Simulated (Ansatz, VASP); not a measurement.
**Ta in VASP and in Ansatz**

File INCAR:

```
ALGO = Normal
EDIFF = 1E-7
EDIFFG = -0.005
ENCUT = 600
GGA = PE
IBRION = 2
ISIF = 3
ISMEAR = 0
LASPH = True
LCHARG = False
LREAL = False
LWAVE = False
NELM = 100
NSW = 80
PREC = Accurate
SIGMA = 0.1
```

Contents of KPOINTS:

```
k-points
0
Gamma
  24 24 24
```

Contents of POSCAR:

```
Ta
1.0
   -1.6550000000      1.6550000000      1.6550000000
    1.6550000000     -1.6550000000      1.6550000000
    1.6550000000      1.6550000000     -1.6550000000
Ta
1
Direct
    0.0000000000      0.0000000000      0.0000000000
```

Input for Ansatz:

```yaml
crystal:
  lattice:
    - [-1.655, 1.655, 1.655]
    - [1.655, -1.655, 1.655]
    - [1.655, 1.655, -1.655]
  atoms:
    - { symbol: Ta, position: [0.0, 0.0, 0.0] }
scf:
  occupations: { method: gaussian, width: 0.1 }
output:
  forces: true
  stress: true
  eigenvalues: true
hamiltonian:
  xc: pbe
kpoints:
  mp_grid: { grid: [24, 24, 24] }
relax:
  f_tol: 0.005
  max_steps: 60
  cell: { stress_tol: 0.02 }
```

Alike in both runs: task relaxation of cell and atoms; functional PBE; k mesh 24 × 24 × 24; occupations gaussian, width 0.1 eV; no spin polarisation.

|  | VASP | Ansatz |
| --- | --- | --- |
| version | VASP 6.6.1 | Ansatz 0.2.0 |
| potentials or method | VASP PAW PBE potentials, release 64 (Ta_pv) | scalar-relativistic, plane waves, PAW |
| plane-wave cutoff (eV) | 600 | 420 |
| valence electrons in the cell | 11 | 13 |

|  | VASP | Ansatz | Ansatz less VASP |
| --- | --- | --- | --- |
| gap on the k mesh at the Fermi level, each at its own relaxed structure (eV) | none | none | - |
| relaxed volume (Å³/atom) | 18.29 | 18.28 | -0.012 |
| relaxed cell length with the largest relative difference (Å) | 2.875 | 2.874 | -0.0006 |

A gap of «none» marks a metal or a gap that the smearing closes. VASP's potentials hold 11 valence electrons a cell and Ansatz's 13, so a difference there can come from the potentials and not from the codes.

Neither program's run includes spin-orbit coupling.
